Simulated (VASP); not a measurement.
# NaCl (P4/mmm) in VASP: notebook

The runs below take NaCl through single point, with LDA.

All numbers are computed with VASP 6.6.1; they aren't measurements. Logs are shortened: lines on timing, memory, paths and dates and some standing lists are left out, and cuts for length are marked.

## 1. The cell of the first run

The structure is tetragonal, space group P4/mmm (No. 123). The conventional cell has a = 3.642 Å, b = 3.642 Å, c = 3.222 Å, α = 90.00°, β = 90.00°, γ = 90.00°. Within 4.0 Å of Na (site symmetry 4/mmm) lie 8 Cl at 3.04 Å and 6 Na at 3.22 to 3.64 Å. Cl (site symmetry 4/mmm) has 8 Na at 3.04 Å and 6 Cl at 3.22 to 3.64 Å within 4.0 Å.

## 2. Single point, LDA (strain +0.040 along x and y, -0.080 along z)

Contents of INCAR:

```
PREC = Accurate
ENCUT = 520
EDIFF = 1E-7
ISMEAR = 0
SIGMA = 0.05
LREAL = False
LASPH = True
NELM = 100
ALGO = Normal
ISIF = 2
LWAVE = False
LCHARG = False
GGA = CA
NBANDS = 14
```

Contents of KPOINTS:

```
regular mesh
0
Gamma
  6 6 6
```

Contents of POSCAR:

```
NaCl
1.0
    3.6422776000      0.0000000000      0.0000000000
    0.0000000000      3.6422776000      0.0000000000
    0.0000000000      0.0000000000      3.2220148000
Na Cl
1 1
Direct
    0.0000000000      0.0000000000      0.0000000000
    0.5000000000      0.5000000000      0.5000000000
```

Potentials or basis: VASP PAW LDA potentials, release 64 (Na_pv, Cl).

On the command line:

```sh
cat potpaw_LDA.64/Na_pv/POTCAR potpaw_LDA.64/Cl/POTCAR > POTCAR
mpirun -np 1 vasp_std > vasp.out
```

OUTCAR:

```text
PREC = Accurate
   ENCUT = 520
   EDIFF = 1E-7
   ISMEAR = 0
   LREAL = False
   LASPH = True
   NELM = 100
   ISIF = 2
   GGA = CA

 ion  position               nearest neighbor table
   1  0.000  0.000  0.000-
   2  0.500  0.500  0.500-

  LATTYP: Found a simple tetragonal cell.
 ALAT       =     3.6422776000
 C/A-ratio  =     0.8846153846

  Lattice vectors:

 A1 = (   3.6422776000,   0.0000000000,   0.0000000000)
 A2 = (   0.0000000000,   3.6422776000,   0.0000000000)
 A3 = (   0.0000000000,   0.0000000000,   3.2220148000)

Analysis of symmetry for initial positions (statically):
=====================================================================
 Subroutine PRICEL returns:
 Original cell was already a primitive cell.

 Routine SETGRP: Setting up the symmetry group for a
 simple tetragonal supercell.

 Subroutine GETGRP returns: Found 16 space group operations
 (whereof 16 operations were pure point group operations)
 out of a pool of 16 trial point group operations.

The static configuration has the point symmetry D_4h.

Analysis of symmetry for dynamics (positions and initial velocities):
=====================================================================
 Subroutine PRICEL returns:
 Original cell was already a primitive cell.

 Routine SETGRP: Setting up the symmetry group for a
 simple tetragonal supercell.

 Subroutine GETGRP returns: Found 16 space group operations
 (whereof 16 operations were pure point group operations)
 out of a pool of 16 trial point group operations.

The dynamic configuration has the point symmetry D_4h.

 Subroutine INISYM returns: Found 16 space group operations
 (whereof 16 operations are pure point group operations),
 and found     1 'primitive' translations

----------------------------------------------------------------------------------------

                                     Primitive cell

  volume of cell :      42.7438

  direct lattice vectors                    reciprocal lattice vectors
     3.642277600  0.000000000  0.000000000     0.274553483  0.000000000  0.000000000
     0.000000000  3.642277600  0.000000000     0.000000000  0.274553483  0.000000000
     0.000000000  0.000000000  3.222014800     0.000000000  0.000000000  0.310364807

  length of vectors
     3.642277600  3.642277600  3.222014800     0.274553483  0.274553483  0.310364807

  position of ions in fractional coordinates (direct lattice)
     0.000000000  0.000000000  0.000000000
     0.500000000  0.500000000  0.500000000

  ion indices of the primitive-cell ions
   primitive index   ion index
                 1           1
                 2           2

----------------------------------------------------------------------------------------

 KPOINTS: regular mesh

Automatic generation of k-mesh.
 Grid dimensions read from file:
 generate k-points for:    6    6    6

 Generating k-lattice:

  Cartesian coordinates                     Fractional coordinates (reciprocal lattice)
     0.045758914  0.000000000  0.000000000     0.166666667  0.000000000  0.000000000
     0.000000000  0.045758914  0.000000000     0.000000000  0.166666667  0.000000000
     0.000000000  0.000000000  0.051727468     0.000000000  0.000000000  0.166666667

  Length of vectors
     0.045758914  0.045758914  0.051727468

  Shift w.r.t. Gamma in fractional coordinates (k-lattice)
     0.000000000  0.000000000  0.000000000

 Subroutine IBZKPT returns following result:
 ===========================================

 Found     40 irreducible k-points:

 Following reciprocal coordinates:
            Coordinates               Weight
  0.000000  0.000000  0.000000      1.000000
  0.166667  0.000000  0.000000      4.000000
  0.333333  0.000000  0.000000      4.000000
  0.500000  0.000000  0.000000      2.000000
  0.166667  0.166667  0.000000      4.000000
  0.333333  0.166667  0.000000      8.000000
[... 16 lines left out ...]
  0.333333  0.000000  0.333333      8.000000
  0.500000  0.000000  0.333333      4.000000
 [... further k-points ...]
   k-points           NKPTS =     40   k-points in BZ     NKDIM =     40   number of bands    NBANDS=     14
   number of dos      NEDOS =    301   number of ions     NIONS =      2
   total plane-waves  NPLWV =  18816
   dimension x,y,z NGX =    28 NGY =   28 NGZ =   24
   dimension x,y,z NGXF=    56 NGYF=   56 NGZF=   48
   ions per type =               1   1
   NGX,Y,Z   is equivalent  to a cutoff of  12.78, 12.78, 12.38 a.u.
   NGXF,Y,Z  is equivalent  to a cutoff of  25.56, 25.56, 24.77 a.u.
 SYSTEM =  unknown system
   PREC   = accura    normal or accurate (medium, high low for compatibility)
   ISTART =      0    job   : 0-new  1-cont  2-samecut
   ICHARG =      2    charge: 1-file 2-atom 10-const
   ISPIN  =      1    spin polarized calculation?
   LNONCOLLINEAR =      F non collinear calculations
   LSORBIT =      F    spin-orbit coupling
   LASPH  =      T    aspherical Exc in radial PAW
   ENCUT  =  520.0 eV  38.22 Ry    6.18 a.u.   6.77  6.77  5.99*2*pi/ulx,y,z
   NELM   =    100;   NELMIN=  2; NELMDL= -5     # of ELM steps
   EDIFF  = 0.1E-06   stopping-criterion for ELM
   LREAL  =      F    real-space projection
   EDIFFG = 0.1E-05   stopping-criterion for IOM
   NSW    =      0    number of steps for IOM
   IBRION =     -1    ionic relax: 0-MD 1-quasi-New 2-CG
   NFREE  =      0    steps in history (QN), initial steepest desc. (CG)
   ISIF   =      2    stress and relaxation
   ISYM   =      2    0-nonsym 1-usesym 2-fastsym
   POTIM  = 0.5000    time-step for ionic-motion
   TEBEG  =    0.0;   TEEND  =   0.0 temperature during run
   PSTRESS=    0.0 pullay stress
   NELECT =      14.0000    total number of electrons
   NUPDOWN=      -1.0000    fix difference up-down
   EMIN   =  10.00;   EMAX   =-10.00  energy-range for DOS
   EFERMI =   0.00;   METHOD = LEGACY
   ISMEAR =     0;   SIGMA  =   0.05  broadening in eV -4-tet -1-fermi 0-gaus
   EFERMI_NEDOS =   21; number of points for ismear=-14 and -15
   IALGO  =     38    algorithm
   IMIX   =      4    mixing-type and parameters
     AMIX     =   0.40;   BMIX     =  1.00
     AMIX_MAG =   1.60;   BMIX_MAG =  1.00
  volume/ion in A,a.u.               =      21.37       144.22
  Fermi-wavevector in a.u.,A,eV,Ry     =   1.128478  2.132514 17.326500  1.273462
  Thomas-Fermi vector in A             =   2.265168
   LORBIT       =      0    0 simple, 1 ext, 2 COOP (PROOUT), +10 PAW based schemes
   GGA     = CA    functional components
   LHFCALC =     F    Hartree Fock is set to
   AEXX    =    0.0000 exact exchange contribution
   IVDW    =     0    specifies the selected vdW correction
   LEPSILON=     F    determine dielectric tensor
   LRPA    =     F    only Hartree local field effects (RPA)
 non-spin polarized calculation
 Gauss-broadening in eV      SIGMA  =   0.05
  energy-cutoff  :      520.00
  volume of cell :       42.74
 maximum number of plane-waves:      1164
 NGX is ok and might be reduce to    28
   NGX = 13   NGY = 13   NGZ = 11

 number of electron      14.0000005 magnetization

 Free energy of the ion-electron system (eV)
  ---------------------------------------------------
  ext. energy  EPLUGINS =         0.00000000
  ---------------------------------------------------
  free energy    TOTEN  =        -6.97404666 eV

  energy without entropy =       -6.97404666  energy(sigma->0) =       -6.97404666

 E-fermi :   1.1964     XC(G=0):  -8.9714

 val. band max:        0.8867208666   @ k =   0.5000   0.5000   0.0000
 cond. band min:       3.7284290022   @ k =   0.0000   0.0000   0.0000
 fundamental gap:      2.8417081355
 Fermi energy:         1.1963625491

 k-point     1 :       0.0000    0.0000    0.0000
  band No.  band energies     occupation
      1     -21.8261      2.00000
      2     -21.8104      2.00000
      3     -21.8104      2.00000
      4     -13.0585      2.00000
      5      -0.5591      2.00000
      6      -0.5591      2.00000
      7       0.5596      2.00000
      8       3.7284      0.00000
      9       7.9872      0.00000
     10       9.3647      0.00000
     11      14.7955      0.00000
     12      14.7955      0.00000
     13      14.8919      0.00000
     14      16.9341      0.00000

 k-point     2 :       0.1667    0.0000    0.0000
  band No.  band energies     occupation
      1     -21.8256      2.00000
      2     -21.8183      2.00000
      3     -21.8097      2.00000
      4     -12.9878      2.00000
      5      -1.2942      2.00000
      6      -0.5110      2.00000
      7       0.5970      2.00000
      8       4.4974      0.00000
      9       8.4563      0.00000
     10       9.5808      0.00000
     11      12.8620      0.00000
     12      14.2113      0.00000
     13      15.3029      0.00000
     14      16.7646      0.00000

 k-point     3 :       0.3333    0.0000    0.0000
  band No.  band energies     occupation
      1     -21.8340      2.00000
      2     -21.8245      2.00000
      3     -21.8082      2.00000
      4     -12.8393      2.00000
      5      -2.3674      2.00000
      6      -0.4111      2.00000
      7       0.6739      2.00000
      8       5.8280      0.00000
      9       8.7704      0.00000
     10      10.1809      0.00000
     11      11.4553      0.00000
     12      13.8700      0.00000
     13      14.0144      0.00000
     14      15.6132      0.00000

 k-point     4 :       0.5000    0.0000    0.0000
  band No.  band energies     occupation
      1     -21.8418      2.00000
      2     -21.8240      2.00000
      3     -21.8075      2.00000
      4     -12.7612      2.00000
      5      -2.8077      2.00000
      6      -0.3591      2.00000
      7       0.7134      2.00000
      8       6.7812      0.00000
      9       8.1323      0.00000
     10      10.8904      0.00000
     11      10.9493      0.00000
     12      13.0107      0.00000
     13      13.5455      0.00000
     14      17.8320      0.00000

 k-point     5 :       0.1667    0.1667    0.0000
  band No.  band energies     occupation
      1     -21.8251      2.00000
      2     -21.8182      2.00000
      3     -21.8163      2.00000
      4     -12.9219      2.00000
      5      -1.3435      2.00000
      6      -1.0505      2.00000
      7       0.6356      2.00000
      8       5.1926      0.00000
      9       8.9147      0.00000
     10       9.5560      0.00000
     11      11.5520      0.00000
[... 276 lines left out ...]
 k-point    22 :       0.1667    0.0000    0.3333
  band No.  band energies     occupation
      1     -21.8889      2.00000
      2     -21.8103      2.00000
      3     -21.8030      2.00000
      4     -12.5609      2.00000
      5      -2.0577      2.00000
      6      -0.7805      2.00000
      7      -0.1763      2.00000
      8       6.1910      0.00000
      9       8.9253      0.00000
     10      10.0682      0.00000
     11      12.0862      0.00000
     12      12.1607      0.00000
     13      14.0034      0.00000
     14      15.2064      0.00000

 k-point    23 :       0.3333    0.0000    0.3333
  band No.  band energies     occupation
      1     -21.8860      2.00000
      2     -21.8237      2.00000
      3     -21.8018      2.00000
      4     -12.4478      2.00000
      5      -1.8731      2.00000
      6      -1.6206      2.00000
      7      -0.0683      2.00000
      8       6.7174      0.00000
      9       8.1651      0.00000
     10      10.5412      0.00000
     11      12.1779      0.00000
     12      12.3634      0.00000
     13      12.7472      0.00000
     14      15.2734      0.00000

 k-point    24 :       0.5000    0.0000    0.3333
  band No.  band energies     occupation
      1     -21.8846      2.00000
      2     -21.8303      2.00000
      3     -21.8012      2.00000
      4     -12.3888      2.00000
      5      -2.0860      2.00000
      6      -1.6590      2.00000
      7      -0.0121      2.00000
      8       6.4862      0.00000
      9       8.5606      0.00000
     10      10.2174      0.00000
     11      11.7662      0.00000
     12      12.3311      0.00000
     13      12.8044      0.00000
     14      17.5310      0.00000

 [... further k-points ...]
[... 5 lines left out ...]
  --------------------------------------------------------------------------------------
  -------------------------------------------------------------------------------------
  Total       -1.5589127     -1.5589127      1.0092706      0.0000000      0.0000000      0.0000000
  in kB      -58.4330779    -58.4330779     37.8307196      0.0000000      0.0000000      0.0000000
  external PRESSURE =     -26.3451454 kB  Pullay stress =       0.0000000 kB

 VOLUME and BASIS-vectors are now :
 -----------------------------------------------------------------------------
  energy-cutoff  :      520.00
  volume of cell :       42.74
      direct lattice vectors                 reciprocal lattice vectors
     3.642277600  0.000000000  0.000000000     0.274553483  0.000000000  0.000000000
     0.000000000  3.642277600  0.000000000     0.000000000  0.274553483  0.000000000
     0.000000000  0.000000000  3.222014800     0.000000000  0.000000000  0.310364807

 POSITION                                       TOTAL-FORCE (eV/Angst)
 -----------------------------------------------------------------------------------
      0.00000      0.00000      0.00000         0.000000      0.000000      0.000000
      1.82114      1.82114      1.61101         0.000000      0.000000      0.000000
 -----------------------------------------------------------------------------------
    total drift:                               -0.000000      0.000000      0.000000

  FREE ENERGIE OF THE ION-ELECTRON SYSTEM (eV)
  ---------------------------------------------------
  free  energy   TOTEN  =        -6.9740466609 eV

  energy  without entropy=       -6.9740466609  energy(sigma->0) =       -6.97404666
```

It took 8.4 s on 1 thread of AMD EPYC 9R45 (Zen 5), shared host; peak memory 0.11 GiB.

What came out:

```yaml
Free_energy: -6.9740 eV
Pressure: -2.6 GPa
Band_gap_on_the_k_mesh: 2.84 eV, indirect (least direct gap 3.17 eV)
```

Caveat: the cell differs from its parent crystal (strain +0.040 along x and y, -0.080 along z). A k mesh can miss the band edges.

## 3. Single point, LDA (strain +0.040 along x and y, -0.040 along z)

Contents of INCAR:

```
SYSTEM = NaCl
ALGO = Normal ; EDIFF = 1E-6
ENCUT = 520 ; GGA = CA
ISIF = 2 ; ISMEAR = 0
LASPH = .TRUE. ; LCHARG = .FALSE.
LREAL = .FALSE. ; LWAVE = .FALSE.
NBANDS = 14 ; NELM = 80
PREC = Accurate ; SIGMA = 0.05
```

Contents of KPOINTS:

```
k-points
0
G
  6 6 6
  0 0 0
```

Edit POSCAR of step 2 so:

```diff
@@ -4,3 +4,3 @@
     0.0000000000      3.6422776000      0.0000000000
-    0.0000000000      0.0000000000      3.2220148000
+    0.0000000000      0.0000000000      3.3621024000
 Na Cl
```

Potentials or basis: VASP PAW LDA potentials, release 64 (Na_pv, Cl).

On the command line:

```sh
cat potpaw_LDA.64/Na_pv/POTCAR potpaw_LDA.64/Cl/POTCAR > POTCAR
mpirun -np 1 vasp_std > vasp.out
```

It took 9 s on 1 thread of AMD EPYC 9R45 (Zen 5), shared host; peak memory 0.11 GiB.

It converged, with:

* Free energy: -6.9960 eV
* Pressure: -3.6 GPa
* Band gap on the k mesh: 3.07 eV, indirect (least direct gap 3.43 eV)

Stress tensor (GPa, compression positive):
```
-5.48  0.00  0.00
 0.00 -5.48  0.00
 0.00  0.00  0.11
```

Levels at points of the mesh, in eV from the valence-band top:
```
           k point  band 4  band 5  band 6  band 7  band 8  band 9  band 10  band 11
(0.00, 0.00, 0.00)  -13.54   -1.03   -1.03   -0.36    3.07    7.60     8.43    14.10
(0.50, 0.00, 0.00)  -13.25   -3.24   -0.83   -0.19    6.09    7.42    10.09    10.55
(0.50, 0.50, 0.00)  -13.04   -2.61   -2.61    0.00    4.54    9.65    10.09    10.09
(0.00, 0.00, 0.50)  -13.07   -3.24   -0.69   -0.69    5.94    7.91     9.92    10.81
(0.50, 0.00, 0.50)  -12.87   -2.67   -2.39   -0.47    5.00    8.95     9.64    10.29
(0.50, 0.50, 0.50)  -12.66   -2.31   -2.03   -2.03    6.41    6.45     6.45    10.64
```

Caveat: the cell differs from its parent crystal (strain +0.040 along x and y, -0.040 along z). A k mesh can miss the band edges.

## 4. Single point, LDA (strain +0.080 along x and y, -0.080 along z)

Contents of INCAR:

```
SYSTEM = NaCl
PREC = Accurate
ENCUT = 520
EDIFF = 1E-6
ISMEAR = 0
SIGMA = 0.05
LREAL = .False.
LASPH = .True.
NELM = 60
ALGO = Normal
ISIF = 2
LWAVE = .False.
LCHARG = .False.
NBANDS = 14
```

Contents of KPOINTS:

```
regular mesh
0
Gamma
  6 6 6
  0 0 0
```

Contents of POSCAR:

```
NaCl
1.0
    3.7823652000      0.0000000000      0.0000000000
    0.0000000000      3.7823652000      0.0000000000
    0.0000000000      0.0000000000      3.2220148000
Na Cl
1 1
Direct
    0.0000000000      0.0000000000      0.0000000000
    0.5000000000      0.5000000000      0.5000000000
```

On the command line:

```sh
cat potpaw_LDA.64/Na_pv/POTCAR potpaw_LDA.64/Cl/POTCAR > POTCAR
mpirun -np 1 vasp_std > vasp.out
```

Wall time 8.2 s (1 thread of AMD EPYC 9R45 (Zen 5), shared host); peak memory 0.11 GiB.

It converged, with:

```yaml
Free_energy: -6.8354 eV
Pressure: -3.7 GPa
Band_gap_on_the_k_mesh: 2.37 eV, indirect (least direct gap 2.62 eV)
```

Stress tensor (GPa, compression positive):
```
-7.36  0.00  0.00
 0.00 -7.36  0.00
 0.00  0.00  3.75
```

Levels at points of the mesh, in eV from the valence-band top:
```
           k point  band 5  band 6  band 7  band 8  band 9  band 10
(0.00, 0.00, 0.00)   -1.60   -1.60   -0.25    2.37    6.85     8.63
(0.50, 0.00, 0.00)   -3.54   -1.43   -0.13    5.44    6.43     9.43
(0.50, 0.50, 0.00)   -2.97   -2.97    0.00    3.77    9.34     9.34
(0.00, 0.00, 0.50)   -3.57   -1.12   -1.12    5.31    7.44     9.52
(0.50, 0.00, 0.50)   -3.11   -2.52   -0.94    4.73    8.30     8.64
(0.50, 0.50, 0.50)   -2.82   -2.23   -2.23    5.95    6.07     6.07
```

Caveat: the cell differs from its parent crystal (strain +0.080 along x and y, -0.080 along z). A k mesh can miss the band edges.

## 5. The runs side by side

| cell | gap on the mesh (eV) | pressure (GPa) |
| --- | --- | --- |
| a = 3.642, b = 3.642, c = 3.222 Å, 2 atoms | 2.84 | -2.6 |
| a = 3.642, b = 3.642, c = 3.362 Å, 2 atoms | 3.07 | -3.6 |
| a = 3.782, b = 3.782, c = 3.222 Å, 2 atoms | 2.37 | -3.7 |

Alike in all rows: task single point; level LDA; potentials or basis VASP PAW LDA potentials, release 64 (Na_pv, Cl); no spin polarisation; k mesh 6 × 6 × 6; cutoff (eV) 520; smearing gaussian 0.05 eV.

Total energies depend on the potentials used, so only differences within one code and one set of settings carry meaning.
